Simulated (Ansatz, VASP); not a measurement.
Bi2Se3 in VASP and in Ansatz

```xyz
5
Lattice="1.9650 1.1345 8.9598 -1.9650 1.1345 8.9598 0.0000 -2.2689 8.9598" Properties=species:S:1:pos:R:3 pbc="T T T"
Bi    0.0000    0.0000   16.0478
Bi    0.0000    0.0000   10.8316
Se    0.0000    0.0000   21.4053
Se    0.0000    0.0000    5.4741
Se    0.0000    0.0000    0.0000
```

Change from the starting cell: z stretched by -2 %, ions relaxed.

Alike in both runs: functional PBE; k mesh 14 × 14 × 14; occupations fermi-dirac, width 0.05 eV; no spin polarisation.

Ansatz relaxed the structure, and its values are those at the end. VASP's run is a single point on that final structure, the one shown.

|  | VASP | Ansatz |
| --- | --- | --- |
| version | VASP 6.6.1 | Ansatz 0.2.0 |
| potentials or method | VASP PAW PBE potentials, release 64 (Bi_d, Se) | plane-wave PAW, scalar-relativistic |
| plane-wave cutoff (eV) | 520 | 420 |
| valence electrons in the cell | 48 | 78 |

```tsv
	VASP	Ansatz	Ansatz less VASP
pressure (GPa)	14.3	14.2	-0.06
rms of the force components (eV/Å)	0.005	0.004	-0.0018
```

With one functional, cell and mesh, what is left measures potentials, basis and numerics. VASP's potentials hold 48 valence electrons a cell and Ansatz's 78, so a difference there can come from the potentials and not from the codes. Ansatz's warnings: stress scf threshold loose.

Neither program's run includes spin-orbit coupling.
